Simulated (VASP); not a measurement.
WC (Qusongite): electric field gradients with PBE

WC (Qusongite):

```
W C
1.0
     2.90650    0.00000    0.00000
    -1.45325    2.51710    0.00000
     0.00000    0.00000    2.83660
W C
1 1
Direct
  0.00000 0.00000 0.00000
  0.66667 0.33333 0.50000
```

| Item | Value |
| --- | --- |
| Program | VASP 6.6.1 |
| Task | electric field gradients |
| Functional | PBE |
| Potentials or basis | VASP PAW PBE potentials, release 64 (W_sv, C) |
| Cutoff | 520 eV |
| k mesh | 13 × 13 × 12 |
| Occupations | fermi-dirac, width 0.05 eV |
| Spin | collinear spin, ferromagnetic start |
| Starting moments | [2.0, 0.0] μB |
| Dipole correction | no |
| Further INCAR settings | ALGO = Normal; EDIFF = 1e-08; NBANDS = 20 |

```
Pressure                                              : 6.7 GPa
Band gap on the k mesh                                : zero (filled and empty bands overlap)
Net moment                                            : 0.00 μB per cell
Valence electrons inside the program's atomic spheres : W 12.18; C 2.43
```

Stress tensor (GPa, compression positive):
```
6.81 0.00 0.00
0.00 6.81 0.00
0.00 0.00 6.40
```

Levels at points of the mesh, in eV from the Fermi level:
Spin up:
```
           k point  band 5  band 6  band 7  band 8  band 9  band 10  band 11  band 12  band 13  band 14
(0.00, 0.00, 0.00)  -14.46   -4.32   -3.34   -3.34    0.08     3.23     3.23     5.62     5.62     6.37
(0.00, 0.00, 0.50)  -10.43   -8.66   -2.02   -2.02   -0.59    -0.59     3.66     4.52     4.52     9.96
```
Spin down:
| k point | band 6 | band 7 | band 8 | band 9 | band 10 | band 11 | band 12 | band 13 |
| --- | --- | --- | --- | --- | --- | --- | --- | --- |
| (0.00, 0.00, 0.00) | -4.32 | -3.34 | -3.34 | 0.08 | 3.23 | 3.23 | 5.62 | 5.62 |
| (0.00, 0.00, 0.50) | -8.66 | -2.02 | -2.02 | -0.59 | -0.59 | 3.66 | 4.52 | 4.52 |

Electric field gradients, principal values (V/Å²):
```tsv
atom	least	middle	greatest (by size)
1 W	70.272	70.273	-140.545
2 C	-0.154	-0.154	0.308
```

Run time: 2.5 min on 1 thread of AMD EPYC 7R43 64-Core Processor (Zen 3), with other jobs on the host, peak memory 0.18 GiB.

Caveat: without QUAD_EFG the Cq values of the log hold for a quadrupole moment of 1 mb, not for the nuclei; spin-orbit coupling is left out, which moves the levels of the heavy elements.
